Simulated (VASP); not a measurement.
# Cd (P6_3/mmc) in VASP: notebook, part 2 of 2

VASP 6.6.1. Earlier steps stand in the parts before.

### 6 Single point, PBEsol

This run uses another cell than the first one, of 22.88 Å³/atom, 1.104 times its volume.

File INCAR:

```
SYSTEM = Cd
  PREC = Accurate
  ENCUT = 520
  EDIFF = 1E-7
  ISMEAR = -1
  SIGMA = 0.05
  LREAL = .False.
  LASPH = .True.
  NELM = 80
  ALGO = Fast
  ISIF = 2
  LWAVE = .False.
  LCHARG = .False.
  GGA = PS
  NBANDS = 19
```

File KPOINTS:

```
Automatic mesh
0
Gamma
  10 10 5
  0 0 0
```

File POSCAR:

```
Cd
1.0
    3.0372940483      0.0000000000      0.0000000000
   -1.5186470242      2.6303738046      0.0000000000
    0.0000000000      0.0000000000      5.7278279719
Cd
2
Direct
    0.6666666667      0.3333333333      0.7500000000
    0.3333333333      0.6666666667      0.2500000000
```

Potentials or basis: VASP PAW PBE potentials, release 64 (Cd).

On the command line:

```bash
cat potpaw_PBE.64/Cd/POTCAR > POTCAR
mpirun -np 1 vasp_std > vasp.out
```

OUTCAR:

```text
SYSTEM = Cd
   PREC = Accurate
   ENCUT = 520
   EDIFF = 1E-7
   ISMEAR = -1
   LREAL = .False.
   LASPH = .True.
   NELM = 80
   ISIF = 2
   GGA = PS

 ion  position               nearest neighbor table
   1  0.667  0.333  0.750-   2 3.36   2 3.36   2 3.36   2 3.36   2 3.36   2 3.36
   2  0.333  0.667  0.250-   1 3.36   1 3.36   1 3.36   1 3.36   1 3.36   1 3.36

  LATTYP: Found a hexagonal cell.
 ALAT       =     3.0372940483
 C/A-ratio  =     1.8858325473

  Lattice vectors:

 A1 = (   3.0372940483,   0.0000000000,   0.0000000000)
 A2 = (  -1.5186470242,   2.6303738046,   0.0000000000)
 A3 = (   0.0000000000,   0.0000000000,   5.7278279719)

Analysis of symmetry for initial positions (statically):
=====================================================================
 Subroutine PRICEL returns:
 Original cell was already a primitive cell.

 Routine SETGRP: Setting up the symmetry group for a
 hexagonal supercell.

 Subroutine GETGRP returns: Found 24 space group operations
 (whereof 12 operations were pure point group operations)
 out of a pool of 24 trial point group operations.

The static configuration has the point symmetry D_3d.
 The point group associated with its full space group is D_6h.

Analysis of symmetry for dynamics (positions and initial velocities):
=====================================================================
 Subroutine PRICEL returns:
 Original cell was already a primitive cell.

 Routine SETGRP: Setting up the symmetry group for a
 hexagonal supercell.

 Subroutine GETGRP returns: Found 24 space group operations
 (whereof 12 operations were pure point group operations)
 out of a pool of 24 trial point group operations.

The dynamic configuration has the point symmetry D_3d.
 The point group associated with its full space group is D_6h.

 Subroutine INISYM returns: Found 24 space group operations
 (whereof 12 operations are pure point group operations),
 and found     1 'primitive' translations

----------------------------------------------------------------------------------------

                                     Primitive cell

  volume of cell :      45.7609

  direct lattice vectors                    reciprocal lattice vectors
     3.037294048  0.000000000  0.000000000     0.329240430  0.190087051  0.000000000
    -1.518647024  2.630373805  0.000000000     0.000000000  0.380174102  0.000000000
     0.000000000  0.000000000  5.727827972     0.000000000  0.000000000  0.174586249

  length of vectors
     3.037294048  3.037294048  5.727827972     0.380174102  0.380174102  0.174586249

  position of ions in fractional coordinates (direct lattice)
     0.666666667  0.333333333  0.750000000
     0.333333333  0.666666667  0.250000000

  ion indices of the primitive-cell ions
   primitive index   ion index
                 1           1
                 2           2

----------------------------------------------------------------------------------------

 KPOINTS: Automatic mesh

Automatic generation of k-mesh.
 Grid dimensions read from file:
 generate k-points for:   10   10    5

 Generating k-lattice:

  Cartesian coordinates                     Fractional coordinates (reciprocal lattice)
     0.032924043  0.019008705  0.000000000     0.100000000  0.000000000  0.000000000
     0.000000000  0.038017410  0.000000000     0.000000000  0.100000000  0.000000000
     0.000000000  0.000000000  0.034917250     0.000000000  0.000000000  0.200000000

  Length of vectors
     0.038017410  0.038017410  0.034917250

  Shift w.r.t. Gamma in fractional coordinates (k-lattice)
     0.000000000  0.000000000  0.000000000

 Subroutine IBZKPT returns following result:
 ===========================================

 Found     42 irreducible k-points:

 Following reciprocal coordinates:
            Coordinates               Weight
  0.000000  0.000000  0.000000      1.000000
  0.100000  0.000000  0.000000      6.000000
  0.200000  0.000000  0.000000      6.000000
  0.300000  0.000000  0.000000      6.000000
  0.400000 -0.000000  0.000000      6.000000
  0.500000  0.000000  0.000000      3.000000
[... 16 lines left out ...]
  0.300000  0.100000  0.200000     24.000000
  0.400000  0.100000  0.200000     24.000000
 [... further k-points ...]
   k-points           NKPTS =     42   k-points in BZ     NKDIM =     42   number of bands    NBANDS=     19
   number of dos      NEDOS =    301   number of ions     NIONS =      2
   total plane-waves  NPLWV =  27648
   dimension x,y,z NGX =    24 NGY =   24 NGZ =   48
   dimension x,y,z NGXF=    48 NGYF=   48 NGZF=   96
   ions per type =               2
   NGX,Y,Z   is equivalent  to a cutoff of  13.14, 13.14, 13.93 a.u.
   NGXF,Y,Z  is equivalent  to a cutoff of  26.27, 26.27, 27.86 a.u.
 SYSTEM =  Cd
   PREC   = accura    normal or accurate (medium, high low for compatibility)
   ISTART =      0    job   : 0-new  1-cont  2-samecut
   ICHARG =      2    charge: 1-file 2-atom 10-const
   ISPIN  =      1    spin polarized calculation?
   LNONCOLLINEAR =      F non collinear calculations
   LSORBIT =      F    spin-orbit coupling
   LASPH  =      T    aspherical Exc in radial PAW
   ENCUT  =  520.0 eV  38.22 Ry    6.18 a.u.   5.65  5.65 10.65*2*pi/ulx,y,z
   NELM   =     80;   NELMIN=  2; NELMDL= -5     # of ELM steps
   EDIFF  = 0.1E-06   stopping-criterion for ELM
   LREAL  =      F    real-space projection
   EDIFFG = 0.1E-05   stopping-criterion for IOM
   NSW    =      0    number of steps for IOM
   IBRION =     -1    ionic relax: 0-MD 1-quasi-New 2-CG
   NFREE  =      0    steps in history (QN), initial steepest desc. (CG)
   ISIF   =      2    stress and relaxation
   ISYM   =      2    0-nonsym 1-usesym 2-fastsym
   POTIM  = 0.5000    time-step for ionic-motion
   TEBEG  =    0.0;   TEEND  =   0.0 temperature during run
   PSTRESS=    0.0 pullay stress
   NELECT =      24.0000    total number of electrons
   NUPDOWN=      -1.0000    fix difference up-down
   EMIN   =  10.00;   EMAX   =-10.00  energy-range for DOS
   EFERMI =   0.00;   METHOD = LEGACY
   ISMEAR =    -1;   SIGMA  =   0.05  broadening in eV -4-tet -1-fermi 0-gaus
   EFERMI_NEDOS =   21; number of points for ismear=-14 and -15
   IALGO  =     68    algorithm
   IMIX   =      4    mixing-type and parameters
     AMIX     =   0.40;   BMIX     =  1.00
     AMIX_MAG =   1.60;   BMIX_MAG =  1.00
  volume/ion in A,a.u.               =      22.88       154.40
  Fermi-wavevector in a.u.,A,eV,Ry     =   1.320223  2.494859 23.714786  1.742988
  Thomas-Fermi vector in A             =   2.450064
   LORBIT       =      0    0 simple, 1 ext, 2 COOP (PROOUT), +10 PAW based schemes
   GGA     = PS    functional components
   LHFCALC =     F    Hartree Fock is set to
   AEXX    =    0.0000 exact exchange contribution
   IVDW    =     0    specifies the selected vdW correction
   LEPSILON=     F    determine dielectric tensor
   LRPA    =     F    only Hartree local field effects (RPA)
 non-spin polarized calculation
 RMM-DIIS sequential band-by-band and
  energy-cutoff  :      520.00
  volume of cell :       45.76
 maximum number of plane-waves:      1252
 NGX is ok and might be reduce to    24
   NGX = 11   NGY = 11   NGZ = 21

 number of electron      23.9999996 magnetization

 Free energy of the ion-electron system (eV)
  ---------------------------------------------------
  ext. energy  EPLUGINS =         0.00000000
  ---------------------------------------------------
  free energy    TOTEN  =        -2.36691278 eV

  energy without entropy =       -2.36487010  energy(sigma->0) =       -2.36589144

 E-fermi :   2.2755     XC(G=0): -10.9036

 val. band max:        2.0466066052   @ k =   0.3000   0.2000   0.2000
 cond. band min:       2.3229578539   @ k =   0.4000  -0.0000   0.0000
 fundamental gap:      0.2763512488
 Fermi energy:         2.2754529384

 k-point     1 :       0.0000    0.0000    0.0000
  band No.  band energies     occupation
      1      -7.2147      2.00000
      2      -6.9803      2.00000
      3      -6.6609      2.00000
      4      -6.6609      2.00000
      5      -6.6160      2.00000
      6      -6.6160      2.00000
[... 11 lines left out ...]
     18      16.6800      0.00000
     19      17.7735      0.00000

 k-point     2 :       0.1000    0.0000    0.0000
  band No.  band energies     occupation
      1      -7.1280      2.00000
      2      -6.9108      2.00000
      3      -6.6900      2.00000
      4      -6.6423      2.00000
      5      -6.5788      2.00000
      6      -6.5368      2.00000
[... 476 lines left out ...]
 k-point    24 :       0.4000    0.1000    0.2000
  band No.  band energies     occupation
      1      -7.2230      2.00000
      2      -7.0955      2.00000
      3      -6.9750      2.00000
      4      -6.7059      2.00000
      5      -6.4577      2.00000
      6      -6.2520      2.00000
[... 11 lines left out ...]
     18      11.9827      0.00000
     19      15.2454      0.00000

 [... further k-points ...]
[... 5 lines left out ...]
  --------------------------------------------------------------------------------------
  -------------------------------------------------------------------------------------
  Total       -1.1509881     -1.1509881     -1.0369368      0.0000000     -0.0000000      0.0000000
  in kB      -40.2983383    -40.2983383    -36.3051796      0.0000000     -0.0000000      0.0000000
  external PRESSURE =     -38.9672854 kB  Pullay stress =       0.0000000 kB

 VOLUME and BASIS-vectors are now :
 -----------------------------------------------------------------------------
  energy-cutoff  :      520.00
  volume of cell :       45.76
      direct lattice vectors                 reciprocal lattice vectors
     3.037294048  0.000000000  0.000000000     0.329240430  0.190087051  0.000000000
    -1.518647024  2.630373805  0.000000000     0.000000000  0.380174102  0.000000000
     0.000000000  0.000000000  5.727827972     0.000000000  0.000000000  0.174586249

 POSITION                                       TOTAL-FORCE (eV/Angst)
 -----------------------------------------------------------------------------------
      1.51865      0.87679      4.29587        -0.000000     -0.000000      0.000000
     -0.00000      1.75358      1.43196         0.000000      0.000000     -0.000000
 -----------------------------------------------------------------------------------
    total drift:                               -0.000000      0.000000      0.000000

  FREE ENERGIE OF THE ION-ELECTRON SYSTEM (eV)
  ---------------------------------------------------
  free  energy   TOTEN  =        -2.3669127766 eV

  energy  without entropy=       -2.3648700968  energy(sigma->0) =       -2.36589144
```

OSZICAR:

```text
N       E                     dE             d eps       ncg     rms          rms(c)
DAV:   1     0.173772540138E+03    0.17377E+03   -0.12897E+04  1596   0.125E+03
DAV:   2     0.149088923325E+01   -0.17228E+03   -0.16607E+03  1650   0.330E+02
DAV:   3    -0.251666561596E+01   -0.40076E+01   -0.40001E+01  1846   0.575E+01
DAV:   4    -0.252346498106E+01   -0.67994E-02   -0.67990E-02  1779   0.223E+00
DAV:   5    -0.252348641679E+01   -0.21436E-04   -0.21435E-04  1752   0.121E-01    0.372E+00
RMM:   6    -0.237790978875E+01    0.14558E+00   -0.34341E-01  1609   0.533E+00    0.311E+00
RMM:   7    -0.236842737066E+01    0.94824E-02   -0.21569E-02  1658   0.101E+00    0.180E+00
RMM:   8    -0.236685755302E+01    0.15698E-02   -0.37770E-03  1713   0.810E-01    0.969E-02
RMM:   9    -0.236689244925E+01   -0.34896E-04   -0.21422E-04  1753   0.147E-01    0.345E-02
RMM:  10    -0.236691590532E+01   -0.23456E-04   -0.78492E-05  1719   0.115E-01    0.309E-02
RMM:  11    -0.236691279622E+01    0.31091E-05   -0.13626E-05  1780   0.342E-02    0.256E-03
RMM:  12    -0.236691277656E+01    0.19661E-07   -0.39061E-07  1642   0.650E-03
   1 F= -.23669128E+01 E0= -.23658914E+01  d E =-.204268E-02
```

stdout:

```text
POSCAR found type information on POSCAR Cd
 POSCAR found :  1 types and       2 ions
 scaLAPACK will be used
 -----------------------------------------------------------------------------
|                                                                             |
|                                                                             |
|     You enforced a specific xc type in the INCAR file but a different       |
|     I HOPE YOU KNOW WHAT YOU ARE DOING!                                     |
|                                                                             |
 -----------------------------------------------------------------------------

 LDA part: xc-table for (Slater+PW92), standard interpolation
 POSCAR, INCAR and KPOINTS ok, starting setup
 FFT: planning ... GRIDC
 FFT: planning ... GRID_SOFT
 FFT: planning ... GRID
 WAVECAR not read
 entering main loop
```

Run time: 41 s. Hardware: 1 thread of Intel Xeon Platinum 8259CL at 2.50GHz (Skylake/Cascade Lake), shared host; peak memory 0.18 GiB.

What came out:

```yaml
Free_energy: -2.3669 eV
Pressure: -3.9 GPa
Band_gap_on_the_k_mesh: zero (band 12 reaches 3.34 eV, above the bottom of band 13 at -0.42 eV)
```

Levels at points of the mesh, in eV from the Fermi level:
| k point | band 9 | band 10 | band 11 | band 12 | band 13 | band 14 | band 15 | band 16 |
| --- | --- | --- | --- | --- | --- | --- | --- | --- |
| (0.00, 0.00, 0.00) | -8.39 | -8.25 | -8.25 | -2.96 | -2.70 | 10.30 | 14.31 | 14.32 |
| (0.50, 0.00, 0.00) | -8.01 | -7.99 | -2.09 | -1.73 | 1.96 | 2.95 | 3.07 | 5.19 |

Caveat: the PAW data sets were made with another functional, which shifts forces and pressure a little.

### 7 Overview

| cell | gap on the mesh (eV) | pressure (GPa) |
| --- | --- | --- |
| a = 2.939, b = 2.939, c = 5.542 Å, angles 90.0, 90.0, 120.0°, 2 atoms | none | 1.4 |
| a = 2.959, b = 2.959, c = 5.580 Å, angles 90.0, 90.0, 120.0°, 2 atoms | none | -0.1 |
| a = 2.999, b = 2.999, c = 5.655 Å, angles 90.0, 90.0, 120.0°, 2 atoms | none | -2.3 |
| a = 3.018, b = 3.018, c = 5.692 Å, angles 90.0, 90.0, 120.0°, 2 atoms | none | -3.2 |
| a = 3.037, b = 3.037, c = 5.728 Å, angles 90.0, 90.0, 120.0°, 2 atoms | none | -3.9 |

Alike in all rows: task single point; level PBEsol; potentials or basis VASP PAW PBE potentials, release 64 (Cd); no spin polarisation; k mesh 10 × 10 × 5; cutoff (eV) 520; smearing fermi-dirac 0.05 eV.

Caveats: the PAW data sets were made with another functional, which shifts forces and pressure a little.

Total energies depend on the potentials used, so only differences within one code and one set of settings carry meaning.
